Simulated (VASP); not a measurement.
# Na (Im-3m) in VASP: a series of runs, part 2 of 3

VASP 6.6.1. The steps go on from the part before.

## 3. Single point, LDA

INCAR

```
PREC     = Accurate       # precision mode
ENCUT    = 520            # plane-wave cutoff, eV
EDIFF    = 1E-6           # SCF threshold, eV
ISMEAR   = -1             # smearing method
SIGMA    = 0.6            # smearing width, eV
LREAL    = False          # projectors in reciprocal space
LASPH    = True           # aspherical terms in the spheres
NELM     = 60             # most SCF steps
ALGO     = Normal         # electronic algorithm
ISIF     = 2              # what is computed and relaxed
LWAVE    = False          # write WAVECAR
LCHARG   = False          # write CHGCAR
GGA      = CA             # functional
NBANDS   = 10             # bands
```

KPOINTS

```
Automatic mesh
0
Gamma
  11 11 11
```

POSCAR

```
Na
1.0
   -2.0287155323      2.0287155323      2.0287155323
    2.0287155323     -2.0287155323      2.0287155323
    2.0287155323      2.0287155323     -2.0287155323
Na
1
Direct
    0.0000000000      0.0000000000      0.0000000000
```

Potentials or basis: VASP PAW LDA potentials, release 64 (Na_pv).

Command:

```
cat potpaw_LDA.64/Na_pv/POTCAR > POTCAR
mpirun -np 1 vasp_std > vasp.out
```

OUTCAR:

```text
PREC = Accurate
   ENCUT = 520
   EDIFF = 1E-6
   ISMEAR = -1
   LREAL = False
   LASPH = True
   NELM = 60
   ISIF = 2
   GGA = CA

 ion  position               nearest neighbor table
   1  0.000  0.000  0.000-

  LATTYP: Found a body centered cubic cell.
 ALAT       =     4.0574310646

  Lattice vectors:

 A1 = (  -2.0287155323,   2.0287155323,   2.0287155323)
 A2 = (   2.0287155323,  -2.0287155323,   2.0287155323)
 A3 = (   2.0287155323,   2.0287155323,  -2.0287155323)

Analysis of symmetry for initial positions (statically):
=====================================================================
 Subroutine PRICEL returns:
 Original cell was already a primitive cell.

 Routine SETGRP: Setting up the symmetry group for a
 body centered cubic supercell.

 Subroutine GETGRP returns: Found 48 space group operations
 (whereof 48 operations were pure point group operations)
 out of a pool of 48 trial point group operations.

The static configuration has the point symmetry O_h .

Analysis of symmetry for dynamics (positions and initial velocities):
=====================================================================
 Subroutine PRICEL returns:
 Original cell was already a primitive cell.

 Routine SETGRP: Setting up the symmetry group for a
 body centered cubic supercell.

 Subroutine GETGRP returns: Found 48 space group operations
 (whereof 48 operations were pure point group operations)
 out of a pool of 48 trial point group operations.

The dynamic configuration has the point symmetry O_h .

 Subroutine INISYM returns: Found 48 space group operations
 (whereof 48 operations are pure point group operations),
 and found     1 'primitive' translations

----------------------------------------------------------------------------------------

                                     Primitive cell

  volume of cell :      33.3982

  direct lattice vectors                    reciprocal lattice vectors
    -2.028715532  2.028715532  2.028715532     0.000000000  0.246461365  0.246461365
     2.028715532 -2.028715532  2.028715532     0.246461365  0.000000000  0.246461365
     2.028715532  2.028715532 -2.028715532     0.246461365  0.246461365  0.000000000

  length of vectors
     3.513838376  3.513838376  3.513838376     0.348549005  0.348549005  0.348549005

  position of ions in fractional coordinates (direct lattice)
     0.000000000  0.000000000  0.000000000

  ion indices of the primitive-cell ions
   primitive index   ion index
                 1           1

----------------------------------------------------------------------------------------

 KPOINTS: Automatic mesh

Automatic generation of k-mesh.
 Grid dimensions read from file:
 generate k-points for:   11   11   11

 Generating k-lattice:

  Cartesian coordinates                     Fractional coordinates (reciprocal lattice)
     0.000000000  0.022405579  0.022405579     0.090909091  0.000000000  0.000000000
     0.022405579  0.000000000  0.022405579     0.000000000  0.090909091  0.000000000
     0.022405579  0.022405579  0.000000000     0.000000000  0.000000000  0.090909091

  Length of vectors
     0.031686273  0.031686273  0.031686273

  Shift w.r.t. Gamma in fractional coordinates (k-lattice)
     0.000000000  0.000000000  0.000000000

 Subroutine IBZKPT returns following result:
 ===========================================

 Found     56 irreducible k-points:

 Following reciprocal coordinates:
            Coordinates               Weight
  0.000000  0.000000  0.000000      1.000000
  0.090909  0.000000  0.000000     12.000000
  0.181818  0.000000  0.000000     12.000000
  0.272727  0.000000  0.000000     12.000000
  0.363636  0.000000  0.000000     12.000000
  0.454545  0.000000  0.000000     12.000000
[... 16 lines left out ...]
  0.272727  0.181818  0.090909     48.000000
  0.363636  0.181818  0.090909     24.000000
 [... further k-points ...]
   k-points           NKPTS =     56   k-points in BZ     NKDIM =     56   number of bands    NBANDS=     10
   number of dos      NEDOS =    301   number of ions     NIONS =      1
   total plane-waves  NPLWV =  21952
   dimension x,y,z NGX =    28 NGY =   28 NGZ =   28
   dimension x,y,z NGXF=    56 NGYF=   56 NGZF=   56
   ions per type =               1
   NGX,Y,Z   is equivalent  to a cutoff of  13.25, 13.25, 13.25 a.u.
   NGXF,Y,Z  is equivalent  to a cutoff of  26.49, 26.49, 26.49 a.u.
 SYSTEM =  unknown system
   PREC   = accura    normal or accurate (medium, high low for compatibility)
   ISTART =      0    job   : 0-new  1-cont  2-samecut
   ICHARG =      2    charge: 1-file 2-atom 10-const
   ISPIN  =      1    spin polarized calculation?
   LNONCOLLINEAR =      F non collinear calculations
   LSORBIT =      F    spin-orbit coupling
   LASPH  =      T    aspherical Exc in radial PAW
   ENCUT  =  520.0 eV  38.22 Ry    6.18 a.u.   6.53  6.53  6.53*2*pi/ulx,y,z
   NELM   =     60;   NELMIN=  2; NELMDL= -5     # of ELM steps
   EDIFF  = 0.1E-05   stopping-criterion for ELM
   LREAL  =      F    real-space projection
   EDIFFG = 0.1E-04   stopping-criterion for IOM
   NSW    =      0    number of steps for IOM
   IBRION =     -1    ionic relax: 0-MD 1-quasi-New 2-CG
   NFREE  =      0    steps in history (QN), initial steepest desc. (CG)
   ISIF   =      2    stress and relaxation
   ISYM   =      2    0-nonsym 1-usesym 2-fastsym
   POTIM  = 0.5000    time-step for ionic-motion
   TEBEG  =    0.0;   TEEND  =   0.0 temperature during run
   PSTRESS=    0.0 pullay stress
   NELECT =       7.0000    total number of electrons
   NUPDOWN=      -1.0000    fix difference up-down
   EMIN   =  10.00;   EMAX   =-10.00  energy-range for DOS
   EFERMI =   0.00;   METHOD = LEGACY
   ISMEAR =    -1;   SIGMA  =   0.60  broadening in eV -4-tet -1-fermi 0-gaus
   EFERMI_NEDOS =   21; number of points for ismear=-14 and -15
   IALGO  =     38    algorithm
   IMIX   =      4    mixing-type and parameters
     AMIX     =   0.40;   BMIX     =  1.00
     AMIX_MAG =   1.60;   BMIX_MAG =  1.00
  volume/ion in A,a.u.               =      33.40       225.38
  Fermi-wavevector in a.u.,A,eV,Ry     =   0.972448  1.837660 12.866417  0.945655
  Thomas-Fermi vector in A             =   2.102747
   LORBIT       =      0    0 simple, 1 ext, 2 COOP (PROOUT), +10 PAW based schemes
   GGA     = CA    functional components
   LHFCALC =     F    Hartree Fock is set to
   AEXX    =    0.0000 exact exchange contribution
   IVDW    =     0    specifies the selected vdW correction
   LEPSILON=     F    determine dielectric tensor
   LRPA    =     F    only Hartree local field effects (RPA)
 non-spin polarized calculation
  energy-cutoff  :      520.00
  volume of cell :       33.40
 maximum number of plane-waves:       935
 NGX is ok and might be reduce to    28
   NGX = 13   NGY = 13   NGZ = 13

 number of electron       7.0000010 magnetization

 Free energy of the ion-electron system (eV)
  ---------------------------------------------------
  ext. energy  EPLUGINS =         0.00000000
  ---------------------------------------------------
  free energy    TOTEN  =        -1.71350949 eV

  energy without entropy =       -1.20782586  energy(sigma->0) =       -1.46066768

 E-fermi :   0.3675     XC(G=0):  -7.0285

 val. band max:        0.2873078329   @ k =  -0.2727   0.4545   0.0909
 cond. band min:       0.4320103942   @ k =  -0.3636   0.4545   0.0909
 fundamental gap:      0.1447025613
 Fermi energy:         0.3675149283

 k-point     1 :       0.0000    0.0000    0.0000
  band No.  band energies     occupation
      1     -24.4006      2.00000
      2     -24.4006      2.00000
      3     -24.4006      2.00000
      4      -3.0438      1.99323
      5      12.7854      0.00000
      6      12.7854      0.00000
      7      12.7854      0.00000
      8      13.9566      0.00000
      9      13.9566      0.00000
     10      14.6630      0.00000

 k-point     2 :       0.0909    0.0000    0.0000
  band No.  band energies     occupation
      1     -24.4048      2.00000
      2     -24.4020      2.00000
      3     -24.4006      2.00000
      4      -2.8871      1.99122
      5      11.0780      0.00000
      6      11.9687      0.00000
      7      12.2952      0.00000
      8      12.9763      0.00000
      9      13.3183      0.00000
     10      15.0022      0.00000
[... 274 lines left out ...]
 k-point    24 :       0.3636    0.1818    0.0909
  band No.  band energies     occupation
      1     -24.4434      2.00000
      2     -24.4240      2.00000
      3     -24.4086      2.00000
      4       1.9157      0.14084
      5       2.4402      0.06127
      6       5.3414      0.00050
      7       7.3508      0.00002
      8      14.5961      0.00000
      9      16.0240      0.00000
     10      17.1951      0.00000

 [... further k-points ...]
[... 5 lines left out ...]
  --------------------------------------------------------------------------------------
  -------------------------------------------------------------------------------------
  Total        0.1269697      0.1269697      0.1269697      0.0000000      0.0000000     -0.0000000
  in kB        6.0909814      6.0909814      6.0909814      0.0000000      0.0000000     -0.0000000
  external PRESSURE =       6.0909814 kB  Pullay stress =       0.0000000 kB

 VOLUME and BASIS-vectors are now :
 -----------------------------------------------------------------------------
  energy-cutoff  :      520.00
  volume of cell :       33.40
      direct lattice vectors                 reciprocal lattice vectors
    -2.028715532  2.028715532  2.028715532     0.000000000  0.246461365  0.246461365
     2.028715532 -2.028715532  2.028715532     0.246461365  0.000000000  0.246461365
     2.028715532  2.028715532 -2.028715532     0.246461365  0.246461365  0.000000000

 POSITION                                       TOTAL-FORCE (eV/Angst)
 -----------------------------------------------------------------------------------
      0.00000      0.00000      0.00000         0.000000      0.000000     -0.000000
 -----------------------------------------------------------------------------------
    total drift:                               -0.000000     -0.000000     -0.000000

  FREE ENERGIE OF THE ION-ELECTRON SYSTEM (eV)
  ---------------------------------------------------
  free  energy   TOTEN  =        -1.7135094912 eV

  energy  without entropy=       -1.2078258594  energy(sigma->0) =       -1.46066768
```

It took 8.6 s on 1 thread of Intel Xeon Platinum 8488C (Sapphire Rapids), shared host; peak memory 0.13 GiB.

What came out:

| Property | Result |
| --- | --- |
| Free energy | -1.7135 eV |
| Pressure | 0.6 GPa |

(Continued in part 3 of 3.)
